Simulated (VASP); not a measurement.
# TiPt3 (Pm-3m) in VASP: a series of runs, part 2 of 2

VASP 6.6.1.

## 3. Single point, PBEsol

This run uses another cell than the first one, of 14.66 Å³/atom.

File INCAR:

```
SYSTEM = TiPt3
  PREC = Accurate
  ENCUT = 520
  EDIFF = 1E-6
  ISMEAR = 0
  SIGMA = 0.1
  LREAL = .FALSE.
  LASPH = .TRUE.
  NELM = 60
  ALGO = Fast
  ISIF = 2
  LWAVE = .FALSE.
  LCHARG = .FALSE.
  GGA = PS
  NBANDS = 29
```

File KPOINTS:

```
regular mesh
0
G
  12 12 12
  0 0 0
```

File POSCAR:

```
TiPt3
1.0
    3.8851395672      0.0000000000      0.0000000000
    0.0000000000      3.8851395672      0.0000000000
    0.0000000000      0.0000000000      3.8851395672
Ti Pt
1 3
Direct
    0.0000000000      0.0000000000      0.0000000000
    0.0000000000      0.5000000000      0.5000000000
    0.5000000000      0.0000000000      0.5000000000
    0.5000000000      0.5000000000      0.0000000000
```

Potentials or basis: VASP PAW PBE potentials, release 64 (Ti_sv, Pt).

The run is started by

```bash
$ cat potpaw_PBE.64/Ti_sv/POTCAR potpaw_PBE.64/Pt/POTCAR > POTCAR
$ mpirun -np 1 vasp_std > vasp.out
```

OUTCAR:

```text
SYSTEM = TiPt3
   PREC = Accurate
   ENCUT = 520
   EDIFF = 1E-6
   ISMEAR = 0
   LREAL = .FALSE.
   LASPH = .TRUE.
   NELM = 60
   ISIF = 2
   GGA = PS

 ion  position               nearest neighbor table
   1  0.000  0.000  0.000-   2 2.75   3 2.75   4 2.75   2 2.75   3 2.75   2 2.75   4 2.75   2 2.75
                             3 2.75   4 2.75   3 2.75   4 2.75
   2  0.000  0.500  0.500-   1 2.75   3 2.75   4 2.75   1 2.75   4 2.75   1 2.75   3 2.75   1 2.75
                             3 2.75   4 2.75   4 2.75   3 2.75
   3  0.500  0.000  0.500-   1 2.75   2 2.75   4 2.75   1 2.75   4 2.75   2 2.75   4 2.75   4 2.75
                             1 2.75   2 2.75   1 2.75   2 2.75
   4  0.500  0.500  0.000-   1 2.75   2 2.75   3 2.75   2 2.75   3 2.75   1 2.75   3 2.75   3 2.75
                             1 2.75   2 2.75   2 2.75   1 2.75

  LATTYP: Found a simple cubic cell.
 ALAT       =     3.8851395672

  Lattice vectors:

 A1 = (   3.8851395672,   0.0000000000,   0.0000000000)
 A2 = (   0.0000000000,   3.8851395672,   0.0000000000)
 A3 = (   0.0000000000,   0.0000000000,   3.8851395672)

Analysis of symmetry for initial positions (statically):
=====================================================================
 Subroutine PRICEL returns:
 Original cell was already a primitive cell.

 Routine SETGRP: Setting up the symmetry group for a
 simple cubic supercell.

 Subroutine GETGRP returns: Found 48 space group operations
 (whereof 48 operations were pure point group operations)
 out of a pool of 48 trial point group operations.

The static configuration has the point symmetry O_h .

Analysis of symmetry for dynamics (positions and initial velocities):
=====================================================================
 Subroutine PRICEL returns:
 Original cell was already a primitive cell.

 Routine SETGRP: Setting up the symmetry group for a
 simple cubic supercell.

 Subroutine GETGRP returns: Found 48 space group operations
 (whereof 48 operations were pure point group operations)
 out of a pool of 48 trial point group operations.

[... 126 lines left out ...]
  Fermi-wavevector in a.u.,A,eV,Ry     =   1.464709  2.767898 29.189558  2.145372
  Thomas-Fermi vector in A             =   2.580653
   LORBIT       =      0    0 simple, 1 ext, 2 COOP (PROOUT), +10 PAW based schemes
   GGA     = PS    functional components
   LHFCALC =     F    Hartree Fock is set to
   AEXX    =    0.0000 exact exchange contribution
   IVDW    =     0    specifies the selected vdW correction
   LEPSILON=     F    determine dielectric tensor
   LRPA    =     F    only Hartree local field effects (RPA)
 non-spin polarized calculation
 RMM-DIIS sequential band-by-band and
 Gauss-broadening in eV      SIGMA  =   0.10
  energy-cutoff  :      520.00
  volume of cell :       58.64
 maximum number of plane-waves:      1596
 NGX is ok and might be reduce to    30
   NGX = 15   NGY = 15   NGZ = 15

 number of electron      41.9999995 magnetization

 Free energy of the ion-electron system (eV)
  ---------------------------------------------------
  ext. energy  EPLUGINS =         0.00000000
  ---------------------------------------------------
  free energy    TOTEN  =       -32.75652427 eV

  energy without entropy =      -32.75173215  energy(sigma->0) =      -32.75412821

 E-fermi :  11.8514     XC(G=0): -13.4767

 val. band max:       11.8415838230   @ k =   0.4167   0.0833   0.0833
 cond. band min:      11.8706231492   @ k =   0.4167   0.0833   0.0000
 fundamental gap:      0.0290393262
 Fermi energy:        11.8513892130

 k-point     1 :       0.0000    0.0000    0.0000
  band No.  band energies     occupation
      1     -46.0746      2.00000
      2     -22.3978      2.00000
      3     -22.3978      2.00000
      4     -22.3978      2.00000
      5       1.4927      2.00000
      6       4.3198      2.00000
[... 757 lines left out ...]
     28      16.1532      0.00000
     29      21.5031      0.00000

 [... further k-points ...]

------------------------ aborting loop because EDIFF is reached ----------------------------------------

  FORCE on cell =-STRESS in cart. coord.  units (eV):
  Direction    XX          YY          ZZ          XY          YZ          ZX
  --------------------------------------------------------------------------------------
  -------------------------------------------------------------------------------------
  Total        0.9897597      0.9897597      0.9897597     -0.0000000      0.0000000     -0.0000000
  in kB       27.0408577     27.0408577     27.0408577     -0.0000000      0.0000000     -0.0000000
  external PRESSURE =      27.0408577 kB  Pullay stress =       0.0000000 kB

 VOLUME and BASIS-vectors are now :
 -----------------------------------------------------------------------------
  energy-cutoff  :      520.00
  volume of cell :       58.64
      direct lattice vectors                 reciprocal lattice vectors
     3.885139567  0.000000000  0.000000000     0.257391011  0.000000000  0.000000000
     0.000000000  3.885139567  0.000000000     0.000000000  0.257391011  0.000000000
     0.000000000  0.000000000  3.885139567     0.000000000  0.000000000  0.257391011

 POSITION                                       TOTAL-FORCE (eV/Angst)
 -----------------------------------------------------------------------------------
      0.00000      0.00000      0.00000         0.000000      0.000000      0.000000
      0.00000      1.94257      1.94257         0.000000      0.000000      0.000000
      1.94257      0.00000      1.94257         0.000000      0.000000      0.000000
      1.94257      1.94257      0.00000         0.000000      0.000000      0.000000
 -----------------------------------------------------------------------------------
    total drift:                                0.000000      0.000000     -0.000000

  FREE ENERGIE OF THE ION-ELECTRON SYSTEM (eV)
  ---------------------------------------------------
  free  energy   TOTEN  =       -32.7565242651 eV

  energy  without entropy=      -32.7517321535  energy(sigma->0) =      -32.75412821
```

stdout:

```text
POSCAR found type information on POSCAR TiPt
 POSCAR found :  2 types and       4 ions
 scaLAPACK will be used
 -----------------------------------------------------------------------------
|                                                                             |
|                                                                             |
|     You enforced a specific xc type in the INCAR file but a different       |
|     I HOPE YOU KNOW WHAT YOU ARE DOING!                                     |
|                                                                             |
 -----------------------------------------------------------------------------

 LDA part: xc-table for (Slater+PW92), standard interpolation
 POSCAR, INCAR and KPOINTS ok, starting setup
 FFT: planning ... GRIDC
 FFT: planning ... GRID_SOFT
 FFT: planning ... GRID
 WAVECAR not read
 entering main loop
WARNING in EDDRMM: call to ZHEGV failed, returncode =   6  3     17
WARNING in EDDRMM: call to ZHEGV failed, returncode =   6  3     15
WARNING in EDDRMM: call to ZHEGV failed, returncode =   6  3     15
WARNING in EDDRMM: call to ZHEGV failed, returncode =   6  3     18
```

Wall time 2.2 min (1 thread of Intel Xeon 6975P-C (Granite Rapids), shared host); peak memory 0.25 GiB.

What came out:

- Free energy: -32.7565 eV
- Pressure: 2.7 GPa
- Band gap on the k mesh: zero (bands 21 and 22 overlap by 1.87 eV)

Caveat: the PAW data sets were made with another functional, which shifts forces and pressure a little; spin-orbit coupling is left out, which moves the levels of the heavy elements.
